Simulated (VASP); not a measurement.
# HfO2 (Fm-3m) in VASP: further runs, part 2 of 2

VASP 6.6.1. The steps go on from the part before.

## (4) Relaxation of cell and atoms, LDA, target pressure 25 GPa, at which the enthalpy is minimised

Contents of INCAR:

```
SYSTEM = HfO2
ALGO = Normal ; EDIFF = 1E-6
EDIFFG = -0.001 ; ENCUT = 600
GGA = CA ; IBRION = 2
ISIF = 3 ; ISMEAR = 0
LASPH = .True. ; LCHARG = .False.
LREAL = .False. ; LWAVE = .False.
NELM = 60 ; NSW = 80
PREC = Accurate ; PSTRESS = 250.0
SIGMA = 0.01
```

Contents of KPOINTS:

```
k-points
0
Gamma
  8 8 8
  0 0 0
```

Contents of POSCAR:

```
HfO2
1.0
    0.0000000000      2.5004918024      2.5004918024
    2.5004918024      0.0000000000      2.5004918024
    2.5004918024      2.5004918024      0.0000000000
Hf O
1 2
Direct
    0.0000000000      0.0000000000      0.0000000000
    0.2500000000      0.2500000000      0.2500000000
    0.7500000000      0.7500000000      0.7500000000
```

Potentials or basis: VASP PAW LDA potentials, release 64 (Hf_pv, O).

Run with:

```
> cat potpaw_LDA.64/Hf_pv/POTCAR potpaw_LDA.64/O/POTCAR > POTCAR
> mpirun -np 1 vasp_std > vasp.out
```

OUTCAR:

```text
SYSTEM = HfO2
   EDIFF = 1E-6
   EDIFFG = -0.001
   ENCUT = 600
   GGA = CA
   IBRION = 2
   ISIF = 3
   ISMEAR = 0
   LASPH = .True.
   LREAL = .False.
   NELM = 60
   NSW = 80
   PREC = Accurate
   PSTRESS = 250.0

 ion  position               nearest neighbor table
   1  0.000  0.000  0.000-   3 2.17   3 2.17   3 2.17   2 2.17   3 2.17   2 2.17   2 2.17   2 2.17

   2  0.250  0.250  0.250-   1 2.17   1 2.17   1 2.17   1 2.17
   3  0.750  0.750  0.750-   1 2.17   1 2.17   1 2.17   1 2.17

  LATTYP: Found a face centered cubic cell.
 ALAT       =     5.0009836048

  Lattice vectors:

 A1 = (   0.0000000000,   2.5004918024,   2.5004918024)
 A2 = (   2.5004918024,   0.0000000000,   2.5004918024)
 A3 = (   2.5004918024,   2.5004918024,   0.0000000000)

Analysis of symmetry for initial positions (statically):
[... 423 lines left out ...]
 cond. band min:       9.1584017257   @ k =   0.5000   0.5000   0.0000
 fundamental gap:      3.9308530752
 Fermi energy:         5.2769527801

 k-point     1 :       0.0000    0.0000    0.0000
  band No.  band energies     occupation
      1     -23.7194      2.00000
      2     -23.7194      2.00000
      3     -23.7194      2.00000
      4     -14.0855      2.00000
      5     -10.2390      2.00000
      6      -1.0217      2.00000
      7      -1.0217      2.00000
      8      -1.0217      2.00000
      9       4.5506      2.00000
     10       4.5506      2.00000
     11       4.5506      2.00000
     12       9.1835      0.00000
     13       9.1835      0.00000
     14      11.9473      0.00000
[... 401 lines left out ...]
      2     -24.0434      2.00000
      3     -23.8603      2.00000
      4     -12.0615      2.00000
      5     -11.1700      2.00000
      6      -0.3275      2.00000
      7       0.2169      2.00000
      8       1.1593      2.00000
      9       2.7865      2.00000
     10       3.6844      2.00000
     11       3.8905      2.00000
     12      10.0929      0.00000
     13      10.6284      0.00000
     14      13.4052      0.00000
     15      14.4089      0.00000

 [... further k-points ...]
[... 5 lines left out ...]
  --------------------------------------------------------------------------------------
  -------------------------------------------------------------------------------------
  Total        4.4754165      4.4754165      4.4754165      0.0000000      0.0000000     -0.0000000
  in kB      249.9749735    249.9749735    249.9749735      0.0000000      0.0000000     -0.0000000
  external PRESSURE =      -0.0250265 kB  Pullay stress =     250.0000000 kB
[... 22 lines left out ...]
  energy  without entropy=      -32.9178108142  energy(sigma->0) =      -32.91781081

  enthalpy is  TOTEN    =       -28.4419462550 eV   P V=        4.4758645592

 reached required accuracy - stopping structural energy minimisation
```

Wall time 60 s (1 thread of Intel Xeon 6975P-C, shared host); peak memory 0.16 GiB.

What came out:

```yaml
Free_energy: -32.9178 eV
Relaxed_volume: 9.56 Å³/atom
Relaxed_cell: a = 3.436 Å, b = 3.436 Å, c = 3.436 Å, α = 60.00°, β = 60.00°, γ = 60.00°
Space_group_after_relaxing_to_0.05_Å: Fm-3m (No. 225)
Energy_change_on_relaxing_the_enthalpy_is_what_falls: +52.1 meV/atom
Ionic_steps: 7
Pressure_after_relaxing: 25.0 GPa
Band_gap_on_the_k_mesh: 3.93 eV, direct
```

Step by step:
```
step  energy change (eV)  largest force (eV/Å)  pressure (GPa)  volume (Å³)
   1              0.0000                0.0000           -3.50        31.27
   2              2.4664                0.0000          137.65        23.61
   3              0.1304                0.0000           22.64        28.86
   4              0.1510                0.0000           24.53        28.72
   5              0.1587                0.0000           25.21        28.67
   6              0.1516                0.0000           24.59        28.71
   7              0.1563                0.0000           25.00        28.68
```

Final structure:
```yaml
crystal:
  lattice:
    - [0.00000, 2.42962, 2.42962]
    - [2.42962, 0.00000, 2.42962]
    - [2.42962, 2.42962, 0.00000]
  atoms:
    - { symbol: Hf, position: [0.00000, 0.00000, 0.00000] }
    - { symbol: O, position: [0.25000, 0.25000, 0.25000] }
    - { symbol: O, position: [0.75000, 0.75000, 0.75000] }
```

Caveat: the cell is relaxed towards a set pressure, so the enthalpy falls and the energy may rise; spin-orbit coupling is left out, which moves the levels of the heavy elements.

## (5) Single point, LDA

This run uses another cell than the first one, of 10.02 Å³/atom, 0.962 times its volume.

Contents of INCAR:

```
SYSTEM = HfO2
ALGO = Normal ; EDIFF = 1E-6
ENCUT = 520 ; GGA = CA
ISIF = 2 ; ISMEAR = 0
LASPH = .True. ; LCHARG = .False.
LREAL = .False. ; LWAVE = .False.
NBANDS = 18 ; NELM = 100
PREC = Accurate ; SIGMA = 0.01
```

KPOINTS is that of step 4.

Contents of POSCAR:

```
HfO2
1.0
    0.0000000000      2.4681053284      2.4681053284
    2.4681053284      0.0000000000      2.4681053284
    2.4681053284      2.4681053284      0.0000000000
Hf O
1 2
Direct
    0.0000000000      0.0000000000      0.0000000000
    0.2500000000      0.2500000000      0.2500000000
    0.7500000000      0.7500000000      0.7500000000
```

Run with:

```
> cat potpaw_LDA.64/Hf_pv/POTCAR potpaw_LDA.64/O/POTCAR > POTCAR
> mpirun -np 1 vasp_std > vasp.out
```

Run time: 14 s. Hardware: 1 thread of Intel Xeon Platinum 8259CL at 2.50GHz (Skylake/Cascade Lake), shared host; peak memory 0.15 GiB.

The run converged. Its results:

```yaml
Free_energy: -33.0475 eV
Pressure: 8.5 GPa
Band_gap_on_the_k_mesh: 3.80 eV, direct
```

Levels at points of the mesh, in eV from the valence-band top:
```tsv
k point	band 8	band 9	band 10	band 11	band 12	band 13	band 14	band 15
(0.00, 0.00, 0.00)	-5.92	-0.65	-0.65	-0.65	3.86	3.86	6.34	11.41
(0.50, 0.00, 0.00)	-3.18	-2.94	-1.93	-1.93	4.71	4.71	7.72	9.05
(0.50, 0.50, 0.00)	-3.65	-1.69	-1.69	0.00	3.80	5.75	7.36	8.81
```

Caveat: spin-orbit coupling is left out, which moves the levels of the heavy elements. A k mesh can miss the band edges.

## (6) Overview

```tsv
task	cell	cutoff (eV)	smearing	gap on the mesh (eV)	pressure (GPa)	relaxed volume (Å³/atom)
relaxation of cell and atoms	relaxed from a = 3.536 Å, angles 60.0°, 3 atoms	600	gaussian 0.02 eV	3.74	0.0	10.29
relaxation of cell and atoms	relaxed from a = 3.536 Å, angles 60.0°, 3 atoms	600	gaussian 0.01 eV	3.74	0.0	10.29
relaxation of cell and atoms	relaxed to 25 GPa from a = 3.536 Å, angles 60.0°, 3 atoms	600	gaussian 0.01 eV	3.93	25.0	-
single point	a = 3.490 Å, angles 60.0°, 3 atoms	520	gaussian 0.01 eV	3.80	8.5	-
```

Alike in all rows: level LDA; potentials or basis VASP PAW LDA potentials, release 64 (Hf_pv, O); no spin polarisation; k mesh 8 × 8 × 8.

Caveats: spin-orbit coupling is left out, which moves the levels of the heavy elements; the cell is relaxed towards a set pressure, so the enthalpy falls and the energy may rise (some runs).

Absolute energies hang on the potentials; compare differences alone.
